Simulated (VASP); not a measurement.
# Se: single point with PBEsol

The system is Se.

```
CELL_PARAMETERS angstrom
-1.72634 1.72849 1.73627
1.69902 -1.70873 1.68919
1.69227 1.67466 -1.71651
ATOMIC_POSITIONS crystal
Se 0.00000 0.00000 0.00000
```

This cell differs from its parent crystal: the cell strained at random.

| Item | Value |
| --- | --- |
| Program | VASP 6.6.1 |
| Task | single point |
| Functional | PBEsol |
| Potentials or basis | VASP PAW PBE potentials, release 64 (Se) |
| Cutoff | 520 eV |
| k mesh | 16 × 16 × 16 |
| Occupations | gaussian, width 0.1 eV |
| Spin | no spin polarisation |

```yaml
Pressure: -2.0 GPa
Band_gap_on_the_k_mesh: zero (bands 3 and 4 overlap by 7.06 eV)
```

Stress tensor (GPa, compression positive):
```
-1.91 -1.19 -0.98
-1.19 -2.01  0.72
-0.98  0.72 -2.19
```

Levels at points of the mesh, in eV from the Fermi level:
```tsv
k point	band 1	band 2	band 3	band 4	band 5	band 6	band 7	band 8
(0.00, 0.00, 0.00)	-16.41	2.89	3.16	3.24	11.29	12.21	12.37	12.75
(0.50, 0.00, 0.00)	-12.90	-6.94	0.16	2.29	6.99	8.35	17.46	18.13
(0.00, 0.50, 0.00)	-12.70	-6.91	-0.11	2.18	6.67	8.30	17.20	17.89
(0.50, 0.50, 0.00)	-12.91	-6.92	0.13	2.19	6.92	8.18	17.78	18.54
(0.00, 0.00, 0.50)	-12.64	-6.89	-0.19	2.08	6.57	8.16	17.31	18.08
(0.50, 0.00, 0.50)	-12.92	-6.94	0.16	2.26	6.97	8.29	17.58	18.27
(0.00, 0.50, 0.50)	-12.75	-6.92	-0.05	2.24	6.74	8.39	17.20	17.87
(0.50, 0.50, 0.50)	-10.30	-3.50	-3.44	-3.13	3.81	3.89	22.23	22.54
```

Run time: 3.6 min on 1 thread of Intel(R) Xeon(R) Platinum 8259CL CPU @ 2.50GHz (Skylake/Cascade Lake), with other jobs on the host, peak memory 0.45 GiB.

Caveat: the cell differs from its parent crystal (the cell strained at random); the PAW data sets were made with another functional, which shifts forces and pressure a little.
